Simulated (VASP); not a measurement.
A run of VASP 6.6.1 is set up as follows.

INCAR

```
SYSTEM = SrO
ALGO     = Normal         ! electronic algorithm
EDIFF    = 1E-6           ! SCF threshold, eV
ENCUT    = 520            ! plane-wave cutoff, eV
GGA      = PE             ! functional
ISIF     = 2              ! what is computed and relaxed
ISMEAR   = 0              ! smearing method
ISYM     = 0            
LASPH    = .True.         ! aspherical terms in the spheres
LCHARG   = .False.        ! write CHGCAR
LREAL    = .False.        ! projectors in reciprocal space
LWAVE    = .False.        ! write WAVECAR
NBANDS   = 24             ! bands
NELM     = 80             ! most SCF steps
PREC     = Accurate       ! precision mode
SIGMA    = 0.05           ! smearing width, eV
```

The input KPOINTS:

```
k-points
0
Gamma
  9 9 8
  0 0 0
```

Contents of POSCAR:

```
SrO
1.0
    0.0000000000     -2.5975079636     -2.5975079636
   -2.5975079636      0.0000000000     -2.5975079636
    2.5975079636      2.5975079636     -5.1950159271
Sr O
2 2
Direct
    0.0013619915     -0.0040859746      0.0013619915
    0.5013619915      0.4959140254      0.5013619915
    0.7425409276      0.7723772172      0.7425409276
    0.2425409276      0.2723772172      0.2425409276
```

Potentials or basis: VASP PAW PBE potentials, release 64 (Sr_sv, O).

Run with:

```bash
$ cat potpaw_PBE.64/Sr_sv/POTCAR potpaw_PBE.64/O/POTCAR > POTCAR
$ mpirun -np 1 vasp_std > vasp.out
```

(1) What does it give for the largest force?

(2) What does it give for the pressure?

(3) Estimate the band gap on the k mesh.

Answers

(1) 0.188 eV/Å.

(2) 0.7 GPa.

(3) 3.35 eV.

Caveat: the cell differs from its parent crystal (atoms displaced along a vibrational mode).
